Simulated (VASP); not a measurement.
# HC18N in VASP: a series of runs

HC18N is run at these levels: r2SCAN+D3(BJ); tasks: single point.

All numbers are computed with VASP 6.6.1; they aren't measurements. Logs are shortened: lines on timing, memory, paths and dates and some standing lists are left out, and cuts for length are marked.

## Step 1: The cell of the first run

The cell holds a slab with vacuum, 20 atoms: a = 7.398 Å, b = 7.398 Å, c = 12.000 Å, α = 90.00°, β = 90.00°, γ = 120.00°.

## Step 2: Single point, r2SCAN+D3(BJ)

File POSCAR:

```
HC18N
1.0
    7.3980000000      0.0000000000      0.0000000000
   -3.6990000000      6.4068560000      0.0000000000
    0.0000000000      0.0000000000     12.0000000000
C N H
18 1 1
Direct
    0.0059744452     -0.0007507583      0.0789196667
    0.2349684221      0.1187332757      0.0825745833
    0.0102504230      0.3347154985      0.0878645000
    0.2331106787      0.4470042717      0.0776633333
    0.0109274437      0.6655556173      0.0757130000
    0.2275708784      0.7705497049      0.0731076667
    0.3428780904     -0.0043573634      0.0915239167
    0.5720250984      0.1152843142      0.0896946667
    0.3488128586      0.3428574015      0.0711970833
    0.5650244631      0.4474344359      0.0774358333
    0.3427143473      0.6660661641      0.0781742500
    0.5658495009      0.7786368228      0.0858544167
    0.6786085949      0.0018552001      0.0926815000
    0.8982416993      0.1116691245      0.0904155833
    0.6763899649      0.3321524629      0.0862294167
    0.8990605100      0.4437319958      0.0857881667
    0.6765842829      0.6695283927      0.0821140000
    0.8993217879      0.7811026188      0.0784035833
    0.2939424732      0.0598206047      0.1994128333
    0.1341424971     -0.0286533676      0.2121760000
```

File INCAR.step1:

```
PREC = Accurate ; ENCUT = 520
ISMEAR = 0 ; SIGMA = 0.05
LREAL = Auto ; LASPH = T
NELM = 60 ; NBANDS = 55
GGA = PE ; ALGO = Normal
EDIFF = 1E-4 ; LWAVE = T
LCHARG = F
```

File INCAR.step2:

```
PREC = Accurate ; ENCUT = 520
EDIFF = 1E-6 ; ISMEAR = 0
SIGMA = 0.05 ; LREAL = Auto
LASPH = T ; NELM = 60
ALGO = Normal ; ISIF = 2
LWAVE = F ; LCHARG = F
METAGGA = R2SCAN ; LMIXTAU = T
IVDW = 12 ; VDW_S6 = 1.0
VDW_S8 = 0.78981345 ; VDW_A1 = 0.49484001
VDW_A2 = 5.73083694 ; NBANDS = 55
ISTART = 1
```

File KPOINTS:

```
regular mesh
0
Gamma
  2 2 1
```

Potentials or basis: VASP PAW PBE potentials, release 64 (C, N, H).

The run is started by

```
cat potpaw_PBE.64/C/POTCAR potpaw_PBE.64/N/POTCAR potpaw_PBE.64/H/POTCAR > POTCAR
cp INCAR.step1 INCAR
mpirun -np 1 vasp_std > vasp.out
cp INCAR.step2 INCAR
mpirun -np 1 vasp_std > vasp.out
```

OUTCAR:

```text
PREC = Accurate
   ENCUT = 520
   EDIFF = 1E-6
   ISMEAR = 0
   LREAL = Auto
   LASPH = T
   NELM = 60
   ISIF = 2
   METAGGA = R2SCAN
   IVDW = 12
   ISTART = 1
 IVDW          = 12

 ion  position               nearest neighbor table
   1  0.006  0.999  0.079-  18 1.40  14 1.42   2 1.47
   2  0.235  0.119  0.083-   9 1.44   1 1.47   7 1.48  19 1.59
   3  0.010  0.335  0.088-  16 1.41  14 1.43   4 1.43
   4  0.233  0.447  0.078-  11 1.40   9 1.41   3 1.43
   5  0.011  0.666  0.076-   6 1.39  16 1.43  18 1.46
   6  0.228  0.771  0.073-   5 1.39  11 1.41   7 1.46
   7  0.343  0.996  0.092-   6 1.46   8 1.47  19 1.48   2 1.48
   8  0.572  0.115  0.090-  15 1.39  13 1.41   7 1.47
   9  0.349  0.343  0.071-  10 1.39   4 1.41   2 1.44
  10  0.565  0.447  0.077-   9 1.39  17 1.42  15 1.46
  11  0.343  0.666  0.078-   4 1.40   6 1.41  12 1.43
  12  0.566  0.779  0.086-  17 1.41  13 1.43  11 1.43
  13  0.679  0.002  0.093-  14 1.41   8 1.41  12 1.43
  14  0.898  0.112  0.090-  13 1.41   1 1.42   3 1.43
  15  0.676  0.332  0.086-   8 1.39  16 1.43  10 1.46
  16  0.899  0.444  0.086-   3 1.41   5 1.43  15 1.43
  17  0.677  0.670  0.082-  12 1.41  10 1.42  18 1.43
  18  0.899  0.781  0.078-   1 1.40  17 1.43   5 1.46
  19  0.294  0.060  0.199-  20 1.04   7 1.48   2 1.59
  20  0.134  0.971  0.212-  19 1.04

  LATTYP: Found a hexagonal cell.
 ALAT       =     7.3980000000
 C/A-ratio  =     1.6220600162

  Lattice vectors:

 A1 = (   7.3980000000,   0.0000000000,   0.0000000000)
 A2 = (  -3.6990000000,   6.4068560000,   0.0000000000)
 A3 = (   0.0000000000,   0.0000000000,  12.0000000000)

Analysis of symmetry for initial positions (statically):
=====================================================================
 Subroutine PRICEL returns:
 Original cell was already a primitive cell.

 Routine SETGRP: Setting up the symmetry group for a
 hexagonal supercell.

 Subroutine GETGRP returns: Found  1 space group operations
 (whereof  1 operations were pure point group operations)
 out of a pool of 24 trial point group operations.

The static configuration has the point symmetry C_1 .

Analysis of symmetry for dynamics (positions and initial velocities):
=====================================================================
 Subroutine PRICEL returns:
 Original cell was already a primitive cell.

 Routine SETGRP: Setting up the symmetry group for a
 hexagonal supercell.

 Subroutine GETGRP returns: Found  1 space group operations
 (whereof  1 operations were pure point group operations)
 out of a pool of 24 trial point group operations.

The dynamic configuration has the point symmetry C_1 .

 Subroutine INISYM returns: Found  1 space group operations
 (whereof  1 operations are pure point group operations),
 and found     1 'primitive' translations

----------------------------------------------------------------------------------------

                                     Primitive cell

  volume of cell :     568.7750

  direct lattice vectors                    reciprocal lattice vectors
     7.398000000  0.000000000  0.000000000     0.135171668  0.078041398  0.000000000
    -3.699000000  6.406856000  0.000000000     0.000000000  0.156082796  0.000000000
     0.000000000  0.000000000 12.000000000     0.000000000  0.000000000  0.083333333

  length of vectors
     7.398000000  7.398000054 12.000000000     0.156082797  0.156082796  0.083333333

  position of ions in fractional coordinates (direct lattice)
     0.005974445  0.999249242  0.078919667
     0.234968422  0.118733276  0.082574583
     0.010250423  0.334715499  0.087864500
     0.233110679  0.447004272  0.077663333
     0.010927444  0.665555617  0.075713000
     0.227570878  0.770549705  0.073107667
[... 12 lines left out ...]
     0.293942473  0.059820605  0.199412833
     0.134142497  0.971346632  0.212176000

  ion indices of the primitive-cell ions
   primitive index   ion index
                 1           1
                 2           2
                 3           3
                 4           4
[... 48 lines left out ...]
 Gauss-broadening in eV      SIGMA  =   0.05
  energy-cutoff  :      520.00
  volume of cell :      568.78
 maximum number of plane-waves:     15363
 NGX is ok and might be reduce to    56
   NGX = 27   NGY = 27   NGZ = 45

 number of electron      78.0000001 magnetization

 Free energy of the ion-electron system (eV)
  ---------------------------------------------------
  ext. energy  EPLUGINS =         0.00000000
  ---------------------------------------------------
  free energy    TOTEN  =      -187.43421732 eV

  energy without entropy =     -187.43421714  energy(sigma->0) =     -187.43421723

 E-fermi :  -1.8193     XC(G=0):  -3.8162

 val. band max:       -1.9871858929   @ k =   0.0000   0.0000   0.0000
 cond. band min:      -1.6514764396   @ k =   0.0000   0.0000   0.0000
 fundamental gap:      0.3357094533
 Fermi energy:        -1.8193317728

 k-point     1 :       0.0000    0.0000    0.0000
  band No.  band energies     occupation
      1     -24.0020      2.00000
      2     -21.8754      2.00000
      3     -20.0327      2.00000
      4     -19.9960      2.00000
      5     -19.9523      2.00000
      6     -19.8190      2.00000
[... 43 lines left out ...]
     50       3.9955      0.00000
     51       4.9287      0.00000

 k-point     2 :       0.5000    0.0000    0.0000
  band No.  band energies     occupation
      1     -23.9298      2.00000
      2     -21.9054      2.00000
      3     -21.2532      2.00000
      4     -20.5504      2.00000
      5     -19.4421      2.00000
      6     -18.0311      2.00000
[... 43 lines left out ...]
     50       4.6087      0.00000
     51       4.6251      0.00000

 k-point     3 :       0.0000    0.5000    0.0000
  band No.  band energies     occupation
      1     -23.9325      2.00000
      2     -21.9054      2.00000
      3     -21.2126      2.00000
      4     -20.5607      2.00000
      5     -19.5169      2.00000
      6     -18.0276      2.00000
[... 43 lines left out ...]
     50       4.4571      0.00000
     51       4.6461      0.00000

 k-point     4 :       0.5000    0.5000    0.0000
  band No.  band energies     occupation
      1     -23.9274      2.00000
      2     -21.9521      2.00000
      3     -21.1429      2.00000
      4     -20.6566      2.00000
      5     -19.3198      2.00000
      6     -18.1353      2.00000
[... 43 lines left out ...]
     50       4.6562      0.00000
     51       4.7303      0.00000
 [bands above 51 left out]

------------------------ aborting loop because EDIFF is reached ----------------------------------------

 Edisp (eV)   -0.67141

 E8    (eV) :    -0.1494

  FORCE on cell =-STRESS in cart. coord.  units (eV):
  Direction    XX          YY          ZZ          XY          YZ          ZX
  --------------------------------------------------------------------------------------
  -------------------------------------------------------------------------------------
  Total       0.95051     2.84923     1.74501    -1.59426    -0.57107    -0.57558
  in kB       2.67749     8.02596     4.91550    -4.49087    -1.60863    -1.62135
  external pressure =        5.21 kB  Pullay stress =        0.00 kB

 VOLUME and BASIS-vectors are now :
 -----------------------------------------------------------------------------
  energy-cutoff  :      520.00
  volume of cell :      568.78
      direct lattice vectors                 reciprocal lattice vectors
     7.398000000  0.000000000  0.000000000     0.135171668  0.078041398  0.000000000
    -3.699000000  6.406856000  0.000000000     0.000000000  0.156082796  0.000000000
     0.000000000  0.000000000 12.000000000     0.000000000  0.000000000  0.083333333

 POSITION                                       TOTAL-FORCE (eV/Angst)
 -----------------------------------------------------------------------------------
     -3.65202      6.40205      0.94704        -0.173411     -0.073540     -0.468978
      1.29910      0.76071      0.99089         0.217532     -0.121717      0.976489
     -1.16228      2.14447      1.05437         0.014872     -0.000401     -0.366309
      0.07108      2.86389      0.93196         0.008838      0.044335     -0.202597
     -2.38105      4.26412      0.90856         0.026195      0.031337      0.052465
     -1.16669      4.93680      0.87729        -0.005210      0.108149      0.229282
[... 12 lines left out ...]
      1.95331      0.38326      2.39295        -1.872848      0.140759      0.138523
     -2.60062      6.22328      2.54611         1.303597     -0.497253      1.234715
 -----------------------------------------------------------------------------------
    total drift:                                0.000438     -0.001319      0.007178

  FREE ENERGIE OF THE ION-ELECTRON SYSTEM (eV)
  ---------------------------------------------------
  free  energy   TOTEN  =      -188.1056281538 eV

  energy  without entropy=     -188.1056279740  energy(sigma->0) =     -188.10562806
```

It took 29 min on 1 thread of Intel Xeon 8259CL, shared host; peak memory 0.72 GiB.

What came out:

```
Free energy                : -188.1056 eV
Largest force              : 1.883 eV/Å
Band gap on the k mesh     : 0.34 eV
Dispersion energy per atom : -0.034 eV
```

Forces in eV/Å, atoms in the order of the input:
```
C   -0.173 -0.074 -0.469
C    0.218 -0.122  0.976
C    0.015  0.000 -0.366
C    0.009  0.044 -0.203
C    0.026  0.031  0.052
C   -0.005  0.108  0.229
C   -0.069  0.142  0.948
C    0.209  0.077 -0.840
C    0.111  0.025  0.186
C   -0.010 -0.015 -0.003
C    0.040 -0.009 -0.088
C   -0.003  0.032 -0.189
C    0.005  0.044 -0.478
C    0.044 -0.019 -0.524
C    0.077 -0.146 -0.233
C    0.115  0.038 -0.236
C   -0.029  0.054 -0.102
C   -0.010  0.146 -0.035
N   -1.873  0.141  0.139
H    1.304 -0.497  1.235
```

Caveat: the k points lie up to 0.49 Å⁻¹ apart; there is no dipole correction, which matters where the two faces differ; semilocal functionals underestimate gaps, and a narrow one can read as zero; the PAW data sets were made with another functional, which shifts forces and pressure a little.

## Step 3: Single point, r2SCAN+D3(BJ)

File POSCAR:

```
HC18N
1.0
    7.3980000000      0.0000000000      0.0000000000
   -3.6990000000      6.4068560000      0.0000000000
    0.0000000000      0.0000000000     12.0000000000
C N H
18 1 1
Direct
    0.0124809963      0.0009371211      0.0947093333
    0.2302855915      0.1208115182      0.0514537500
    0.0041415505      0.3324334120      0.0970043333
    0.2252974499      0.4435481303      0.0819536667
    0.0018001897      0.6610861864      0.0728959167
    0.2236376890      0.7705340966      0.0666880000
    0.3315961295     -0.0023565381      0.0705174167
    0.5533079904      0.1100385275      0.1120756667
    0.3390318545      0.3360756040      0.0657155000
    0.5628166081      0.4459660089      0.0763214167
    0.3380481357      0.6662000832      0.0798536667
    0.5623612930      0.7790610558      0.0897948333
    0.6733963094     -0.0020473380      0.1050275833
    0.8918433242      0.1109150885      0.1032817500
    0.6712721335      0.3375821152      0.0918681667
    0.8906935997      0.4422641932      0.0908778333
    0.6741077382      0.6674147195      0.0828049167
    0.8924580119      0.7720863400      0.0777668333
    0.3772080281      0.0402443882      0.1897722500
    0.0931552118      0.0029324836      0.1768392500
```

File INCAR.step1:

```
SYSTEM = HC18N
PREC = Accurate ; ENCUT = 520
ISMEAR = 0 ; SIGMA = 0.05
LREAL = Auto ; LASPH = .True.
NELM = 80 ; NBANDS = 55
GGA = PE ; ALGO = Normal
EDIFF = 1E-4 ; LWAVE = .True.
LCHARG = .False.
```

File INCAR.step2:

```
SYSTEM = HC18N
PREC = Accurate ; ENCUT = 520
EDIFF = 1E-6 ; ISMEAR = 0
SIGMA = 0.05 ; LREAL = Auto
LASPH = .True. ; NELM = 80
ALGO = Normal ; ISIF = 2
LWAVE = .False. ; LCHARG = .True.
METAGGA = R2SCAN ; LMIXTAU = .True.
IVDW = 12 ; LELF = .True.
LVHAR = .True. ; VDW_S6 = 1.0
VDW_S8 = 0.78981345 ; VDW_A1 = 0.49484001
VDW_A2 = 5.73083694 ; NBANDS = 55
ISTART = 1
```

File KPOINTS:

```
regular mesh
0
Gamma
  2 2 1
  0 0 0
```

Potentials or basis: VASP PAW PBE potentials, release 64 (C, N, H).

The run is started by

```
cat potpaw_PBE.64/C/POTCAR potpaw_PBE.64/N/POTCAR potpaw_PBE.64/H/POTCAR > POTCAR
cp INCAR.step1 INCAR
mpirun -np 1 vasp_std > vasp.out
cp INCAR.step2 INCAR
mpirun -np 1 vasp_std > vasp.out
```

Run time: 38 min. Hardware: 1 thread of Intel Xeon 8259CL, shared host; peak memory 0.72 GiB.

The run converged. Its results:

| Quantity | Value |
| --- | --- |
| Free energy | -184.9510 eV |
| Largest force | 1.275 eV/Å |
| Band gap on the k mesh | 0.62 eV |
| Dispersion energy per atom | -0.034 eV |

Forces in eV/Å, atoms in the order of the input:
```
C   -0.093 -0.014  0.179
C    0.056 -0.050  0.417
C    0.001 -0.006 -0.344
C   -0.009  0.001 -0.085
C   -0.010  0.023 -0.078
C    0.025  0.096  0.215
C    0.044  0.041  0.576
C    0.059  0.019  0.066
C    0.053 -0.094  0.167
C    0.017 -0.024 -0.062
C    0.026 -0.002 -0.020
C   -0.007 -0.002 -0.165
C   -0.070 -0.008 -0.301
C   -0.010  0.029 -0.338
C   -0.019 -0.060 -0.178
C    0.024  0.001 -0.325
C    0.003 -0.023 -0.126
C    0.024  0.021 -0.017
N    1.139  0.024  0.184
H   -1.253  0.029  0.234
```

Levels at points of the mesh, in eV from the valence-band top:
```
           k point  band 36  band 37  band 38  band 39  band 40  band 41  band 42  band 43
(0.00, 0.00, 0.00)    -2.29    -1.05    -0.59    -0.27     0.67     1.78     2.95     4.08
(0.50, 0.00, 0.00)    -2.44    -2.13    -0.14     0.00     0.62     1.39     2.77     3.33
(0.00, 0.50, 0.00)    -2.40    -2.20    -0.72    -0.33     1.12     1.84     2.90     3.13
(0.50, 0.50, 0.00)    -2.40    -2.10    -0.95    -0.33     1.01     2.16     2.77     3.05
```

Caveat: the k points lie up to 0.49 Å⁻¹ apart; there is no dipole correction, which matters where the two faces differ; semilocal functionals underestimate gaps, and a narrow one can read as zero; the PAW data sets were made with another functional, which shifts forces and pressure a little.

## Step 4: Single point, r2SCAN+D3(BJ)

File POSCAR:

```
HC18N
1.0
    7.3980000000      0.0000000000      0.0000000000
   -3.6990000000      6.4068560000      0.0000000000
    0.0000000000      0.0000000000     12.0000000000
C N H
18 1 1
Direct
    0.0021709122     -0.0008063237      0.1010290000
    0.2287769314      0.1156436168      0.0821611667
    0.0013480238      0.3316706353      0.0756932500
    0.2235581550      0.4420038471      0.0753337500
    0.0014170726      0.6640679922      0.0698415833
    0.2226719318      0.7716799004      0.0767825000
    0.3291395015     -0.0063400832      0.1008282500
    0.5635890709      0.1139207749      0.1057108333
    0.3362718209      0.3312705951      0.0756981667
    0.5602875996      0.4437774159      0.0732348333
    0.3351493611      0.6640992087      0.0771293333
    0.5595864809      0.7773386822      0.0794698333
    0.6706626082     -0.0027493985      0.0835025000
    0.8879618214      0.1118244268      0.0806417500
    0.6710246690      0.3364253856      0.0782969167
    0.8893863817      0.4428154777      0.0710388333
    0.6713724606      0.6653886087      0.0744612500
    0.8896711817      0.7717181407      0.0759575833
    0.4380215453      0.0500449831      0.2063630000
   -0.0005857944     -0.0052751303      0.1943257500
```

File INCAR.step1:

```
  PREC = Accurate
  ENCUT = 520
  ISMEAR = 0
  SIGMA = 0.05
  LREAL = Auto
  LASPH = True
  NELM = 60
  NBANDS = 55
  GGA = PE
  ALGO = Normal
  EDIFF = 1E-4
  LWAVE = True
  LCHARG = False
```

File INCAR.step2:

```
  PREC = Accurate
  ENCUT = 520
  EDIFF = 1E-7
  ISMEAR = 0
  SIGMA = 0.05
  LREAL = Auto
  LASPH = True
  NELM = 60
  ALGO = Normal
  ISIF = 2
  LWAVE = False
  LCHARG = False
  METAGGA = R2SCAN
  LMIXTAU = True
  IVDW = 12
  VDW_S6 = 1.0
  VDW_S8 = 0.78981345
  VDW_A1 = 0.49484001
  VDW_A2 = 5.73083694
  NBANDS = 55
  ISTART = 1
```

File KPOINTS:

```
regular mesh
0
Gamma
  2 2 1
```

The run is started by

```
cat potpaw_PBE.64/C/POTCAR potpaw_PBE.64/N/POTCAR potpaw_PBE.64/H/POTCAR > POTCAR
cp INCAR.step1 INCAR
mpirun -np 1 vasp_std > vasp.out
cp INCAR.step2 INCAR
mpirun -np 1 vasp_std > vasp.out
```

It took 36 min on 1 thread of Intel Xeon 8259CL, shared host; peak memory 0.72 GiB.

It converged, with:

- Free energy: -185.9633 eV
- Largest force: 0.227 eV/Å
- Band gap on the k mesh: 0.37 eV (least direct gap 0.47 eV)
- Dispersion energy per atom: -0.033 eV

Forces on the atoms (eV/Å):
```
C    0.011  0.011 -0.041
C    0.002 -0.031 -0.003
C    0.000  0.009  0.004
C    0.008 -0.010 -0.003
C    0.012  0.005 -0.012
C   -0.002 -0.009 -0.004
C   -0.068 -0.044 -0.110
C    0.051  0.044 -0.079
C    0.001  0.047 -0.002
C   -0.016  0.001 -0.006
C    0.014  0.007 -0.005
C   -0.006 -0.019  0.009
C    0.002 -0.017 -0.010
C    0.001  0.008 -0.008
C   -0.002  0.013 -0.008
C    0.011 -0.006 -0.003
C   -0.025 -0.004 -0.017
C    0.009 -0.006  0.005
N    0.006  0.007  0.227
H   -0.007 -0.005  0.067
```

Levels at points of the mesh, in eV from the valence-band top:
```csv
k point,band 37,band 38,band 39,band 40,band 41,band 42
"(0.00, 0.00, 0.00)",-1.30,-0.39,-0.22,0.37,1.72,2.67
"(0.50, 0.00, 0.00)",-2.18,-0.41,0.00,0.47,1.22,2.65
"(0.00, 0.50, 0.00)",-2.00,-1.00,-0.42,0.87,1.95,2.80
"(0.50, 0.50, 0.00)",-2.14,-1.21,-0.34,0.76,2.19,2.66
```

Caveat: the k points lie up to 0.49 Å⁻¹ apart; there is no dipole correction, which matters where the two faces differ; semilocal functionals underestimate gaps, and a narrow one can read as zero; the PAW data sets were made with another functional, which shifts forces and pressure a little.

## Step 5: The runs side by side

| cell | gap on the mesh (eV) | largest force (eV/Å) |
| --- | --- | --- |
| as given, atomic positions A | 0.34 | 1.88 |
| as given, atomic positions B | 0.62 | 1.28 |
| as given, atomic positions C | 0.37 | 0.23 |

Alike in all rows: task single point; level r2SCAN+D3(BJ); potentials or basis VASP PAW PBE potentials, release 64 (C, N, H); no spin polarisation; k mesh 2 × 2 × 1; cutoff (eV) 520; smearing gaussian 0.05 eV.

Caveats: all runs use coarse meshes; there is no dipole correction, which matters where the two faces differ; semilocal functionals underestimate gaps, and a narrow one can read as zero; the PAW data sets were made with another functional, which shifts forces and pressure a little.

Absolute energies hang on the potentials; compare differences alone.
